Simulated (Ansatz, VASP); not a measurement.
LiF in VASP and in Ansatz

The input POSCAR:

```
LiF
1.0
    0.0000000000      2.1767797081      2.0966475590
    2.1767797081      0.0000000000      2.0966475590
    2.1767797081      2.1767797081      0.0000000000
Li F
1 1
Direct
    0.0000000000      0.0000000000      0.0000000000
    0.2500000000      0.2500000000      0.2500000000
```

INCAR.step1

```
  PREC = Accurate
  ENCUT = 520
  EDIFF = 1E-5
  ISMEAR = 0
  SIGMA = 0.01
  LREAL = F
  LASPH = T
  NELM = 100
  ALGO = Normal
  ISIF = 2
  LWAVE = T
  NBANDS = 12
  GGA = PE
```

INCAR.step2

```
  PREC = Accurate
  ENCUT = 520
  EDIFF = 1E-6
  ISMEAR = 0
  SIGMA = 0.01
  LREAL = F
  LASPH = T
  NELM = 100
  ALGO = Normal
  ISIF = 2
  LWAVE = F
  LCHARG = T
  GGA = PE
  LHFCALC = T
  HFSCREEN = 0.2079
  PRECFOCK = Normal
  LELF = T
  LVHAR = T
  NBANDS = 12
  ISTART = 1
```

File KPOINTS:

```
regular mesh
0
Gamma
  8 8 8
```

Input for Ansatz:

```yaml
crystal:
  lattice:
    - [0.0, 2.1767797081, 2.096647559]
    - [2.1767797081, 0.0, 2.096647559]
    - [2.1767797081, 2.1767797081, 0.0]
  atoms:
    - { symbol: Li, position: [0.0, 0.0, 0.0] }
    - { symbol: F, position: [0.25, 0.25, 0.25] }
kpoints:
  mp_grid: { grid: [8, 8, 8] }
  band_path:
    path:
      - [0.0, 0.0, 0.0]
      - [-0.5, -0.5, 0.0]
      - [-0.375, -0.375, 0.25]
      - [-0.375, 0.0, 0.375]
      - [0.0, 0.0, 0.5]
      - [-0.5, -0.25, 0.25]
    npoints: 1
hamiltonian:
  xc: hse06
scf:
  occupations: { method: fixed }
  n_extra_bands: 4
output:
  forces: true
  stress: true
  eigenvalues: true
```

Change from the starting cell: epitaxial_xy strain +1.5%.

Alike in both runs: task single point; functional HSE06; k mesh 8 × 8 × 8; no spin polarisation.

```csv
,VASP,Ansatz
version,VASP 6.6.1,Ansatz 0.2.0
potentials or method,"VASP PAW PBE potentials, release 64 (Li_sv, F)","plane waves, PAW"
plane-wave cutoff (eV),520,420
occupations,"gaussian, width 0.01 eV",fixed
valence electrons in the cell,10,10
```

```csv
,VASP,Ansatz,Ansatz less VASP
gap on the k mesh at the Fermi level (eV),10.00,10.03,+0.025
```

Ansatz's warnings: stress exchange threshold loose, stress scf threshold loose.

Noted on VASP's run: the cutoff is short for stress, so the pressure is rough.
